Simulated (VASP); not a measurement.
Crystal: AlRu.

```xyz
2
Lattice="2.9916 0.0000 0.0000 0.0000 2.9916 0.0000 0.0000 0.0000 2.9916" Properties=species:S:1:pos:R:3 pbc="T T T"
Al    0.0000    0.0000    0.0000
Ru    1.4958    1.4958    1.4958
```

```yaml
Program: VASP 6.6.1
Task: relaxation of cell and atoms
Functional: PBE
Dispersion: D3(BJ)
Potentials_or_basis: VASP PAW PBE potentials, release 64 (Al, Ru_pv)
Cutoff: 600 eV
k_mesh: 10 × 10 × 10
Occupations: fermi-dirac, width 0.1 eV
Spin: no spin polarisation
```

At the start: pressure -3.8 GPa; volume 13.39 Å³/atom.

Question: Where does the relaxation end?

Answer: Over 3 steps the energy falls by 2.8 meV/atom and the volume is 13.15 Å³/atom (-1.8 %); space group Pm-3m (No. 221, to 0.05 Å).

Step by step:
```csv
step,energy change (eV),largest force (eV/Å),pressure (GPa),volume (Å³)
1,0.0000,0.0000,-3.76,26.77
2,0.0087,0.0000,6.53,25.58
3,-0.0057,0.0000,-0.02,26.30
```

Final structure:
```xyz
2
Lattice="2.9740 0.0000 0.0000 0.0000 2.9740 0.0000 0.0000 0.0000 2.9740" Properties=species:S:1:pos:R:3 pbc="T T T"
Al    0.0000    0.0000    0.0000
Ru    1.4870    1.4870    1.4870
```

Caveat: pairwise dispersion overbinds metals, which lowers pressure and volume.
